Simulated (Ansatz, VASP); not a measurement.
**One calculation of Li, two programs**

File INCAR:

```
SYSTEM = Li
ALGO = Normal
EDIFF = 1E-6
ENCUT = 750
GGA = PE
GGA_COMPAT = .False.
ISIF = 2
ISMEAR = -1
LASPH = .True.
LCHARG = .False.
LREAL = .False.
LWAVE = .False.
NBANDS = 8
NELM = 120
PREC = Accurate
SIGMA = 0.1
```

File KPOINTS:

```
k-points
0
Gamma
  17 17 17
  0 0 0
```

POSCAR

```
Li
1.0
   -1.5596448799      1.5596448799      1.5596448799
    1.5596448799     -1.5596448799      1.5596448799
    1.5596448799      1.5596448799     -1.5596448799
Li
1
Direct
    0.0000000000      0.0000000000      0.0000000000
```

Input for Ansatz:

```yaml
crystal:
  lattice:
    - [-1.5596448799, 1.5596448799, 1.5596448799]
    - [1.5596448799, -1.5596448799, 1.5596448799]
    - [1.5596448799, 1.5596448799, -1.5596448799]
  atoms:
    - { symbol: Li, position: [0.0, 0.0, 0.0] }
kpoints:
  mp_grid: { grid: [17, 17, 17] }
scf:
  occupations: { method: fermi_dirac, width: 0.1 }
hamiltonian:
  xc: pbe
  pseudopotentials: { kind: all_electron, lapw: { basis_error: 0.001 } }
output:
  forces: true
  stress: true
  eigenvalues: true
  populations: true
```

Change from the starting cell: volume scaled by 0.75, LAPW.

Alike in both runs: task single point; functional PBE; k mesh 17 × 17 × 17; occupations fermi-dirac, width 0.1 eV; no spin polarisation.

```csv
,VASP,Ansatz
version,VASP 6.6.1,Ansatz 0.2.0
potentials or method,"VASP PAW PBE potentials, release 64 (Li_sv), cutoff 750 eV","all-electron LAPW, scalar-relativistic"
```

Ansatz gave:

```
pressure (GPa) : 6.5
```

Q: Estimate VASP's values.

A: Pressure (GPa): 6.3.

Ansatz ran all-electron here, and VASP with PAW potentials.
